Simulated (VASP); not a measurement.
# Zr (Fm-3m) in VASP: further runs, part 2 of 2

VASP 6.6.1.

### 4 Single point, BLYP (volume scaled by 1.08)

Input file INCAR:

```
AGGAC = 1.0 ; AGGAX = 1.0
ALDAC = 0.0 ; ALDAX = 1.0
ALGO = Normal ; EDIFF = 1E-7
ENCUT = 520 ; GGA = B5
ISIF = 2 ; ISMEAR = -1
LASPH = True ; LCHARG = True
LELF = True ; LREAL = False
LVHAR = True ; LWAVE = False
NBANDS = 12 ; NELM = 100
PREC = Accurate ; SIGMA = 0.1
```

Input file KPOINTS:

```
k-points
0
Gamma
  13 13 13
```

Input file POSCAR:

```
Zr
1.0
    0.0000000000      2.3495531688      2.3495531688
    2.3495531688      0.0000000000      2.3495531688
    2.3495531688      2.3495531688      0.0000000000
Zr
1
Direct
    0.0000000000      0.0000000000      0.0000000000
```

Potentials or basis: VASP PAW PBE potentials, release 64 (Zr_sv).

On the command line:

```console
cat potpaw_PBE.64/Zr_sv/POTCAR > POTCAR
mpirun -np 1 vasp_std > vasp.out
```

OUTCAR:

```text
EDIFF = 1E-7
   ENCUT = 520
   GGA = B5
   ISIF = 2
   ISMEAR = -1
   LASPH = True
   LREAL = False
   NELM = 100
   PREC = Accurate

 ion  position               nearest neighbor table
   1  0.000  0.000  0.000-

  LATTYP: Found a face centered cubic cell.
 ALAT       =     4.6991063376

  Lattice vectors:

 A1 = (   0.0000000000,   2.3495531688,   2.3495531688)
 A2 = (   2.3495531688,   0.0000000000,   2.3495531688)
 A3 = (   2.3495531688,   2.3495531688,   0.0000000000)

Analysis of symmetry for initial positions (statically):
=====================================================================
 Subroutine PRICEL returns:
 Original cell was already a primitive cell.

 Routine SETGRP: Setting up the symmetry group for a
 face centered cubic supercell.

 Subroutine GETGRP returns: Found 48 space group operations
 (whereof 48 operations were pure point group operations)
 out of a pool of 48 trial point group operations.

The static configuration has the point symmetry O_h .

Analysis of symmetry for dynamics (positions and initial velocities):
=====================================================================
 Subroutine PRICEL returns:
 Original cell was already a primitive cell.

 Routine SETGRP: Setting up the symmetry group for a
[... 158 lines left out ...]

 k-point     1 :       0.0000    0.0000    0.0000
  band No.  band energies     occupation
      1     -40.6172      2.00000
      2     -18.3592      2.00000
      3     -18.3592      2.00000
      4     -18.3592      2.00000
      5       3.0346      2.00000
      6       9.0891      0.00038
      7       9.0891      0.00038
      8       9.0891      0.00038
      9      11.1412      0.00000
     10      11.1412      0.00000
     11      18.5902      0.00000
     12      22.4170      0.00000
[... 331 lines left out ...]
 k-point    24 :       0.4615    0.1538    0.0000
  band No.  band energies     occupation
      1     -40.5257      2.00000
      2     -18.9457      2.00000
      3     -18.5229      2.00000
      4     -18.4835      2.00000
      5       6.0154      2.00000
      6       7.9627      1.87494
      7       8.6888      0.02084
      8       9.5858      0.00000
      9      12.7018      0.00000
     10      12.7927      0.00000
     11      16.7601      0.00000
     12      19.8273      0.00000

 [... further k-points ...]
[... 5 lines left out ...]
  --------------------------------------------------------------------------------------
  -------------------------------------------------------------------------------------
  Total       -0.8877992     -0.8877992     -0.8877992     -0.0000000     -0.0000000      0.0000000
  in kB      -54.8326819    -54.8326819    -54.8326819     -0.0000000     -0.0000000      0.0000000
  external PRESSURE =     -54.8326819 kB  Pullay stress =       0.0000000 kB

 VOLUME and BASIS-vectors are now :
 -----------------------------------------------------------------------------
  energy-cutoff  :      520.00
  volume of cell :       25.94
      direct lattice vectors                 reciprocal lattice vectors
     0.000000000  2.349553169  2.349553169    -0.212806421  0.212806421  0.212806421
     2.349553169  0.000000000  2.349553169     0.212806421 -0.212806421  0.212806421
     2.349553169  2.349553169  0.000000000     0.212806421  0.212806421 -0.212806421

 POSITION                                       TOTAL-FORCE (eV/Angst)
 -----------------------------------------------------------------------------------
      0.00000      0.00000      0.00000        -0.000000     -0.000000     -0.000000
 -----------------------------------------------------------------------------------
    total drift:                                0.000000     -0.000000     -0.000000

  FREE ENERGIE OF THE ION-ELECTRON SYSTEM (eV)
  ---------------------------------------------------
  free  energy   TOTEN  =        -7.2824126460 eV

  energy  without entropy=       -7.2228345272  energy(sigma->0) =       -7.25262359
```

stdout:

```text
POSCAR found type information on POSCAR Zr
 POSCAR found :  1 types and       1 ions
 scaLAPACK will be used
 -----------------------------------------------------------------------------
|                                                                             |
|                                                                             |
|     You enforced a specific xc type in the INCAR file but a different       |
|     I HOPE YOU KNOW WHAT YOU ARE DOING!                                     |
|                                                                             |
 -----------------------------------------------------------------------------

 LDA part: xc-table for (Slater(with rela. corr.)+VWN5), standard interpolation
 POSCAR, INCAR and KPOINTS ok, starting setup
 FFT: planning ... GRIDC
 FFT: planning ... GRID_SOFT
 FFT: planning ... GRID
 WAVECAR not read
 entering main loop
```

Wall time 50 s (1 thread of AMD EPYC 7R13, shared host); peak memory 0.17 GiB.

What came out:

```yaml
Free_energy: -7.2824 eV
Pressure: -5.5 GPa
Band_gap_on_the_k_mesh: zero (band 6 reaches 9.09 eV, above the bottom of band 7 at 7.72 eV)
```

Levels at points of the mesh, in eV from the Fermi level:
```
           k point  band 4  band 5  band 6  band 7  band 8  band 9
(0.00, 0.00, 0.00)  -26.59   -5.20    0.86    0.86    0.86    2.91
```

Caveat: the PAW data sets were made with another functional, which shifts forces and pressure a little.

### 5 Overview

| cell | gap on the mesh (eV) | pressure (GPa) |
| --- | --- | --- |
| a = 3.239 Å, angles 60.0°, 1 atom | none | 0.3 |
| a = 3.281 Å, angles 60.0°, 1 atom | none | -2.9 |
| a = 3.323 Å, angles 60.0°, 1 atom | none | -5.5 |

Alike in all rows: task single point; level BLYP; potentials or basis VASP PAW PBE potentials, release 64 (Zr_sv); no spin polarisation; k mesh 13 × 13 × 13; cutoff (eV) 520; smearing fermi-dirac 0.1 eV.

Caveats: the PAW data sets were made with another functional, which shifts forces and pressure a little.

Total energies depend on the potentials used, so only differences within one code and one set of settings carry meaning.
